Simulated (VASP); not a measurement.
# KF in VASP: relaxation of shape and atoms at fixed volume with PBE

Aim: the relaxation of shape and atoms at fixed volume of KF with PBE.

Program: VASP 6.6.1. These are calculated values, not measurements. Logs are shortened: lines on timing, memory, paths and dates and some standing lists are left out, and cuts for length are marked.

### 1 The cell of the first run

The typed cell holds 2 atoms: a = 4.345 Å, b = 4.345 Å, c = 4.345 Å, α = 59.99°, β = 59.99°, γ = 59.99°.

### 2 Relaxation of shape and atoms at fixed volume, PBE (29.00 Å³/atom)

INCAR reads:

```
PREC = Accurate
ENCUT = 600
EDIFF = 1E-6
ISMEAR = 0
SIGMA = 0.02
LREAL = False
LASPH = True
NELM = 60
ALGO = Normal
ISIF = 4
LWAVE = False
LCHARG = False
GGA = PE
IBRION = 2
NSW = 50
EDIFFG = -0.01
```

KPOINTS reads:

```
Automatic mesh
0
Gamma
  8 8 8
```

POSCAR reads:

```
KF
1.0
    2.1724343418      1.2542555520      3.5480444789
   -2.1724343418      1.2542555520      3.5480444789
    0.0000000000     -2.5085111041      3.5480444789
K F
1 1
Direct
    0.2493696479      0.2493696479      0.2493696479
   -0.0006130279     -0.0006130279     -0.0006130279
```

Potentials or basis: VASP PAW PBE potentials, release 64 (K_sv, F).

Launch:

```sh
> cat potpaw_PBE.64/K_sv/POTCAR potpaw_PBE.64/F/POTCAR > POTCAR
> mpirun -np 1 vasp_std > vasp.out
```

OUTCAR:

```text
PREC = Accurate
   ENCUT = 600
   EDIFF = 1E-6
   ISMEAR = 0
   LREAL = False
   LASPH = True
   NELM = 60
   ISIF = 4
   GGA = PE
   IBRION = 2
   NSW = 50
   EDIFFG = -0.01

 ion  position               nearest neighbor table
   1  0.249  0.249  0.249-   2 2.66   2 2.66   2 2.66   2 2.66
   2  0.999  0.999  0.999-   1 2.66   1 2.66   1 2.66   1 2.66

  LATTYP: Found a trigonal (rhomboedric) cell.
 ALAT       =     4.3452557558
 COS(alpha) =     0.5000890753

  Lattice vectors:

 A1 = (   2.1724343418,   1.2542555520,   3.5480444789)
 A2 = (  -2.1724343418,   1.2542555520,   3.5480444789)
 A3 = (   0.0000000000,  -2.5085111041,   3.5480444789)

Analysis of symmetry for initial positions (statically):
=====================================================================
 Subroutine PRICEL returns:
 Original cell was already a primitive cell.

 Routine SETGRP: Setting up the symmetry group for a
 trigonal (rhombohedral) supercell.

 Subroutine GETGRP returns: Found  6 space group operations
 (whereof  6 operations were pure point group operations)
 out of a pool of 12 trial point group operations.

The static configuration has the point symmetry C_3v.

Analysis of symmetry for dynamics (positions and initial velocities):
=====================================================================
 Subroutine PRICEL returns:
 Original cell was already a primitive cell.

 Routine SETGRP: Setting up the symmetry group for a
 trigonal (rhombohedral) supercell.

 Subroutine GETGRP returns: Found  6 space group operations
 (whereof  6 operations were pure point group operations)
 out of a pool of 12 trial point group operations.

The dynamic configuration has the point symmetry C_3v.

 Subroutine INISYM returns: Found  6 space group operations
 (whereof  6 operations are pure point group operations),
 and found     1 'primitive' translations

----------------------------------------------------------------------------------------

                                     Primitive cell

  volume of cell :      58.0060

  direct lattice vectors                    reciprocal lattice vectors
     2.172434342  1.254255552  3.548044479     0.230156553  0.132880948  0.093948465
    -2.172434342  1.254255552  3.548044479    -0.230156553  0.132880948  0.093948465
     0.000000000 -2.508511104  3.548044479     0.000000000 -0.265761896  0.093948465

  length of vectors
     4.345255756  4.345255756  4.345255756     0.281878874  0.281878874  0.281878874

  position of ions in fractional coordinates (direct lattice)
     0.249369648  0.249369648  0.249369648
     0.999386972  0.999386972  0.999386972

  ion indices of the primitive-cell ions
   primitive index   ion index
                 1           1
                 2           2

----------------------------------------------------------------------------------------

 KPOINTS: Automatic mesh

Automatic generation of k-mesh.
 Grid dimensions read from file:
 generate k-points for:    8    8    8

 Generating k-lattice:

  Cartesian coordinates                     Fractional coordinates (reciprocal lattice)
     0.028769569  0.016610118  0.011743558     0.125000000 -0.000000000  0.000000000
    -0.028769569  0.016610118  0.011743558    -0.000000000  0.125000000  0.000000000
     0.000000000 -0.033220237  0.011743558     0.000000000  0.000000000  0.125000000

  Length of vectors
     0.035234859  0.035234859  0.035234859

  Shift w.r.t. Gamma in fractional coordinates (k-lattice)
     0.000000000  0.000000000  0.000000000

 Subroutine IBZKPT returns following result:
 ===========================================

 Found     65 irreducible k-points:

 Following reciprocal coordinates:
            Coordinates               Weight
  0.000000  0.000000  0.000000      1.000000
  0.125000 -0.000000  0.000000      6.000000
  0.250000 -0.000000  0.000000      6.000000
  0.375000  0.000000  0.000000      6.000000
  0.500000 -0.000000  0.000000      3.000000
  0.125000  0.125000  0.000000      6.000000
[... 16 lines left out ...]
  0.250000  0.125000  0.125000      6.000000
  0.375000  0.125000  0.125000      6.000000
 [... further k-points ...]
   k-points           NKPTS =     65   k-points in BZ     NKDIM =     65   number of bands    NBANDS=     12
   number of dos      NEDOS =    301   number of ions     NIONS =      2
   total plane-waves  NPLWV =  46656
   dimension x,y,z NGX =    36 NGY =   36 NGZ =   36
   dimension x,y,z NGXF=    72 NGYF=   72 NGZF=   72
   ions per type =               1   1
   NGX,Y,Z   is equivalent  to a cutoff of  13.77, 13.77, 13.77 a.u.
   NGXF,Y,Z  is equivalent  to a cutoff of  27.55, 27.55, 27.55 a.u.
 SYSTEM =  unknown system
   PREC   = accura    normal or accurate (medium, high low for compatibility)
   ISTART =      0    job   : 0-new  1-cont  2-samecut
   ICHARG =      2    charge: 1-file 2-atom 10-const
   ISPIN  =      1    spin polarized calculation?
   LNONCOLLINEAR =      F non collinear calculations
   LSORBIT =      F    spin-orbit coupling
   LASPH  =      T    aspherical Exc in radial PAW
   ENCUT  =  600.0 eV  44.10 Ry    6.64 a.u.   8.68  8.68  8.68*2*pi/ulx,y,z
   NELM   =     60;   NELMIN=  2; NELMDL= -5     # of ELM steps
   EDIFF  = 0.1E-05   stopping-criterion for ELM
   LREAL  =      F    real-space projection
   EDIFFG = -.1E-01   stopping-criterion for IOM
   NSW    =     50    number of steps for IOM
   IBRION =      2    ionic relax: 0-MD 1-quasi-New 2-CG
   NFREE  =      1    steps in history (QN), initial steepest desc. (CG)
   ISIF   =      4    stress and relaxation
   ISYM   =      2    0-nonsym 1-usesym 2-fastsym
   POTIM  = 0.5000    time-step for ionic-motion
   TEBEG  =    0.0;   TEEND  =   0.0 temperature during run
   PSTRESS=    0.0 pullay stress
   NELECT =      16.0000    total number of electrons
   NUPDOWN=      -1.0000    fix difference up-down
   EMIN   =  10.00;   EMAX   =-10.00  energy-range for DOS
   EFERMI =   0.00;   METHOD = LEGACY
   ISMEAR =     0;   SIGMA  =   0.02  broadening in eV -4-tet -1-fermi 0-gaus
   EFERMI_NEDOS =   21; number of points for ismear=-14 and -15
   IALGO  =     38    algorithm
   IMIX   =      4    mixing-type and parameters
     AMIX     =   0.40;   BMIX     =  1.00
     AMIX_MAG =   1.60;   BMIX_MAG =  1.00
  volume/ion in A,a.u.               =      29.00       195.72
  Fermi-wavevector in a.u.,A,eV,Ry     =   1.065673  2.013829 15.451568  1.135658
  Thomas-Fermi vector in A             =   2.201232
   LORBIT       =      0    0 simple, 1 ext, 2 COOP (PROOUT), +10 PAW based schemes
   GGA     = PE    functional components
   LHFCALC =     F    Hartree Fock is set to
   AEXX    =    0.0000 exact exchange contribution
   IVDW    =     0    specifies the selected vdW correction
   LEPSILON=     F    determine dielectric tensor
   LRPA    =     F    only Hartree local field effects (RPA)
 conjugate gradient relaxation of ions
 non-spin polarized calculation
 Gauss-broadening in eV      SIGMA  =   0.02
  energy-cutoff  :      600.00
  volume of cell :       58.01
 maximum number of plane-waves:      1964
   NGX = 17   NGY = 17   NGZ = 17

 number of electron      15.9999996 magnetization

 Free energy of the ion-electron system (eV)
  ---------------------------------------------------
  ext. energy  EPLUGINS =         0.00000000
  ---------------------------------------------------
  free energy    TOTEN  =        -8.10694645 eV

  energy without entropy =       -8.10694645  energy(sigma->0) =       -8.10694645

 E-fermi :  -3.7613     XC(G=0):  -6.5185

 val. band max:       -3.8711332676   @ k =  -0.2500   0.5000   0.2500
 cond. band min:       0.9253675705   @ k =   0.0000   0.0000   0.0000
 fundamental gap:      4.7965008382
 Fermi energy:        -3.7613132560

 k-point     1 :       0.0000    0.0000    0.0000
  band No.  band energies     occupation
      1     -30.4887      2.00000
      2     -22.3241      2.00000
      3     -13.9201      2.00000
      4     -13.9201      2.00000
      5     -13.9201      2.00000
      6      -3.9924      2.00000
      7      -3.9922      2.00000
      8      -3.9922      2.00000
      9       0.9254      0.00000
     10       7.3568      0.00000
     11       7.3593      0.00000
     12       7.3602      0.00000

 k-point     2 :       0.1250   -0.0000    0.0000
  band No.  band energies     occupation
      1     -30.4858      2.00000
      2     -22.3302      2.00000
      3     -13.9307      2.00000
      4     -13.9244      2.00000
      5     -13.9244      2.00000
      6      -4.0221      2.00000
      7      -3.9837      2.00000
      8      -3.9836      2.00000
      9       1.2045      0.00000
     10       7.0355      0.00000
     11       7.0360      0.00000
     12       7.0983      0.00000

 k-point     3 :       0.2500   -0.0000    0.0000
  band No.  band energies     occupation
      1     -30.4787      2.00000
      2     -22.3446      2.00000
      3     -13.9568      2.00000
      4     -13.9347      2.00000
      5     -13.9347      2.00000
      6      -4.0716      2.00000
      7      -3.9633      2.00000
      8      -3.9632      2.00000
      9       1.9391      0.00000
     10       6.4028      0.00000
     11       6.7532      0.00000
     12       6.7540      0.00000
[... 286 lines left out ...]
 k-point    23 :       0.2500    0.1250    0.1250
  band No.  band energies     occupation
      1     -30.4815      2.00000
      2     -22.3390      2.00000
      3     -13.9507      2.00000
      4     -13.9300      2.00000
      5     -13.9270      2.00000
      6      -4.0566      2.00000
      7      -3.9743      2.00000
      8      -3.9674      2.00000
      9       1.6320      0.00000
     10       6.5651      0.00000
     11       6.7041      0.00000
     12       7.1821      0.00000

 k-point    24 :       0.3750    0.1250    0.1250
  band No.  band energies     occupation
      1     -30.4744      2.00000
      2     -22.3534      2.00000
      3     -13.9847      2.00000
      4     -13.9373      2.00000
      5     -13.9326      2.00000
      6      -4.0824      2.00000
      7      -3.9559      2.00000
      8      -3.9537      2.00000
      9       2.4279      0.00000
     10       5.9244      0.00000
     11       6.5335      0.00000
     12       6.7505      0.00000

 [... further k-points ...]
[... 5 lines left out ...]
  --------------------------------------------------------------------------------------
  -------------------------------------------------------------------------------------
  Total       -0.5827404     -0.5827404     -0.5835116     -0.0000000      0.0000000      0.0000000
  in kB      -16.0958067    -16.0958067    -16.1171077     -0.0000000      0.0000000      0.0000000
  external PRESSURE =     -16.1029070 kB  Pullay stress =       0.0000000 kB

 VOLUME and BASIS-vectors are now :
 -----------------------------------------------------------------------------
  energy-cutoff  :      600.00
  volume of cell :       58.01
      direct lattice vectors                 reciprocal lattice vectors
     2.172434342  1.254255552  3.548044479     0.230156553  0.132880948  0.093948465
    -2.172434342  1.254255552  3.548044479    -0.230156553  0.132880948  0.093948465
     0.000000000 -2.508511104  3.548044479     0.000000000 -0.265761896  0.093948465

 POSITION                                       TOTAL-FORCE (eV/Angst)
 -----------------------------------------------------------------------------------
      0.00000     -0.00000      2.65432         0.000000     -0.000000      0.000244
      0.00000     -0.00000     10.63761         0.000000      0.000000     -0.000244
 -----------------------------------------------------------------------------------
    total drift:                                0.000000      0.000000     -0.000416

  FREE ENERGIE OF THE ION-ELECTRON SYSTEM (eV)
  ---------------------------------------------------
  free  energy   TOTEN  =        -8.1069464533 eV

  energy  without entropy=       -8.1069464533  energy(sigma->0) =       -8.10694645

 reached required accuracy - stopping structural energy minimisation
```

It took 27 s on 1 thread of Intel Xeon Platinum 8488C (Sapphire Rapids), shared host; peak memory 0.23 GiB.

What came out:

| Property | Result |
| --- | --- |
| Free energy | -8.1069 eV |
| Pressure after relaxing | -1.6 GPa |
| Band gap on the k mesh | 4.80 eV (least direct gap 4.92 eV) |

Final structure:
```cif
data_structure
_symmetry_space_group_name_H-M 'P 1'
_symmetry_Int_Tables_number 1
_cell_length_a 4.3453
_cell_length_b 4.3453
_cell_length_c 4.3453
_cell_angle_alpha 59.994
_cell_angle_beta 59.994
_cell_angle_gamma 59.994
_cell_volume 58.01
loop_
_atom_site_label
_atom_site_type_symbol
_atom_site_fract_x
_atom_site_fract_y
_atom_site_fract_z
_atom_site_occupancy
K1 K 0.24937 0.24937 0.24937 1
F1 F 0.99939 0.99939 0.99939 1
```

Levels at points of the mesh, in eV from the valence-band top:
| k point | band 6 | band 7 | band 8 | band 9 | band 10 | band 11 |
| --- | --- | --- | --- | --- | --- | --- |
| (0.00, 0.00, 0.00) | -0.12 | -0.12 | -0.12 | 4.80 | 11.23 | 11.23 |
| (0.50, 0.00, 0.00) | -0.23 | -0.06 | -0.06 | 7.52 | 8.51 | 10.38 |
| (0.50, 0.50, 0.00) | -0.34 | 0.00 | 0.00 | 7.87 | 8.02 | 11.30 |
| (0.50, 0.50, 0.50) | -0.23 | -0.06 | -0.06 | 7.52 | 8.51 | 10.38 |

Caveat: the relaxation stopped at its first step, so nothing moved.
